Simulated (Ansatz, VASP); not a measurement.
# SnO2 in VASP and in Ansatz

Contents of INCAR:

```
SYSTEM = SnO2
PREC = Accurate
ENCUT = 520
EDIFF = 1E-6
ISMEAR = 0
SIGMA = 0.05
LREAL = .FALSE.
LASPH = .TRUE.
NELM = 80
ALGO = Normal
ISIF = 2
LWAVE = .FALSE.
LCHARG = .TRUE.
LELF = .TRUE.
LVHAR = .TRUE.
NBANDS = 35
```

Contents of KPOINTS:

```
Automatic mesh
0
G
  6 6 8
  0 0 0
```

POSCAR

```
SnO2
1.0
    4.6094272255      0.0000000000      0.0000000000
    0.0000000000      4.6099934723      0.0000000000
    0.0000000000      0.0000000000      3.1141542057
Sn O
2 4
Direct
    0.5000000000      0.5000000000      0.5000000000
    0.0000000000      0.0000000000      0.0000000000
    0.3059833077      0.3061758397      0.0000000000
    0.8059833077      0.1938241603      0.5000000000
    0.1940166923      0.8061758397      0.5000000000
    0.6940166923      0.6938241603      0.0000000000
```

Input for Ansatz:

```yaml
crystal:
  lattice:
    - [4.6094272255, 0.0, 0.0]
    - [0.0, 4.6099934723, 0.0]
    - [0.0, 0.0, 3.1141542057]
  atoms:
    - { symbol: Sn, position: [0.5, 0.5, 0.5] }
    - { symbol: Sn, position: [0.0, 0.0, 0.0] }
    - { symbol: O, position: [0.3059833077, 0.3061758397, 0.0] }
    - { symbol: O, position: [0.8059833077, 0.1938241603, 0.5] }
    - { symbol: O, position: [0.1940166923, 0.8061758397, 0.5] }
    - { symbol: O, position: [0.6940166923, 0.6938241603, 0.0] }
basis:
  ecutwfc: 520.0
kpoints:
  mp_grid: { grid: [6, 6, 8] }
hamiltonian:
  xc: lda
scf:
  occupations: { method: gaussian, width: 0.05 }
output:
  forces: true
  stress: true
  eigenvalues: true
```

Alike in both runs: task single point; functional LDA; k mesh 6 × 6 × 8; occupations gaussian, width 0.05 eV; no spin polarisation.

|  | VASP | Ansatz |
| --- | --- | --- |
| version | VASP 6.6.1 | Ansatz 0.2.0 |
| potentials or method | VASP PAW LDA potentials, release 64 (Sn_d, O), cutoff 520 eV | scalar-relativistic, plane waves, PAW |
| valence electrons in the cell | 52 | 52 |

|  | VASP | Ansatz | Ansatz less VASP |
| --- | --- | --- | --- |
| gap on the k mesh at the Fermi level (eV) | 2.09 | 2.06 | -0.037 |
| least direct gap on the mesh (eV) | 2.09 | 2.06 | -0.037 |
| pressure (GPa) | 20.1 | 18.7 | -1.42 |
| traceless stress, the component that is largest in VASP (GPa) | 3.80 | 3.41 | -0.393 |
| rms of the force components (eV/Å) | 0.141 | 0.128 | -0.0131 |

LDA's correlation is that of Perdew and Zunger in VASP and of Perdew and Wang (1992) in Ansatz. Atom by atom the forces differ by 0.013 eV/Å (rms over components).
